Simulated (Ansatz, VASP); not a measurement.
# PdPt2Se3: VASP beside Ansatz

The input INCAR:

```
PREC = Accurate
ENCUT = 600
EDIFF = 1E-7
ISMEAR = 0
SIGMA = 0.1
LREAL = F
LASPH = T
NELM = 60
ALGO = Normal
ISIF = 3
LWAVE = F
LCHARG = F
GGA = PE
IBRION = 2
NSW = 90
EDIFFG = -0.04
```

Contents of KPOINTS:

```
regular mesh
0
Gamma
  4 4 4
```

Contents of POSCAR:

```
PdPt2Se3
1.0
    4.7887340600      0.0000000000      0.0000000000
    0.0000000000      4.7887340600      0.0000000000
    0.0000000000      0.0000000000      6.2535630700
Pd Pt Se
1 2 3
Direct
    0.5000000000      0.5000000000      0.0000000000
    0.0000000000      0.5000000000      0.0000000000
    0.5000000000      0.0000000000      0.0000000000
    0.5000000000      0.5000000000      0.3108296100
    0.5000000000      0.5000000000      0.6891703900
    0.0000000000      0.0000000000      0.0000000000
```

Input for Ansatz:

```yaml
crystal:
  lattice:
    - [4.78873406, 0.0, 0.0]
    - [0.0, 4.78873406, 0.0]
    - [0.0, 0.0, 6.25356307]
  atoms:
    - { symbol: Pd, position: [0.5, 0.5, 0.0] }
    - { symbol: Pt, position: [0.0, 0.5, 0.0] }
    - { symbol: Pt, position: [0.5, 0.0, 0.0] }
    - { symbol: Se, position: [0.5, 0.5, 0.31082961] }
    - { symbol: Se, position: [0.5, 0.5, 0.68917039] }
    - { symbol: Se, position: [0.0, 0.0, 0.0] }
basis:
  ecutwfc: 420
kpoints:
  mp_grid: { grid: [4, 4, 4] }
hamiltonian:
  xc: pbe
scf:
  occupations: { method: gaussian, width: 0.1 }
  lower_state_search: "off"
output:
  forces: true
  stress: true
  eigenvalues: true
relax:
  adjacent_minimum: "off"
  f_tol: 0.04
  max_steps: 70
  cell: { stress_tol: 0.4 }
```

Alike in both runs: task relaxation of cell and atoms; functional PBE; k mesh 4 × 4 × 4; occupations gaussian, width 0.1 eV; no spin polarisation.

```csv
,VASP,Ansatz
version,VASP 6.6.1,Ansatz 0.2.0
potentials or method,"VASP PAW PBE potentials, release 64 (Pd, Pt, Se), cutoff 600 eV","scalar-relativistic, plane waves, PAW"
valence electrons in the cell,48,102
```

VASP gave:

| Item | Value |
| --- | --- |
| gap on the k mesh at the Fermi level, each at its own relaxed structure (eV) | none |
| relaxed volume (Å³/atom) | 30.71 |
| relaxed length of the cell vector where the two differ most in proportion (Å) | 5.089 |

Problem. Estimate Ansatz's values.

Solution. gap on the k mesh at the Fermi level, each at its own relaxed structure (eV): none; relaxed volume (Å³/atom): 30.73; relaxed length of the cell vector where the two differ most in proportion (Å): 5.091.

A gap of «none» marks a metal or a gap that the smearing closes. VASP's potentials hold 48 valence electrons a cell and Ansatz's 102, so a difference there can come from the potentials and not from the codes.

Neither program's run includes spin-orbit coupling. Noted on VASP's run: the volume moved by over 15 % at a fixed basis, so the end points are rough.
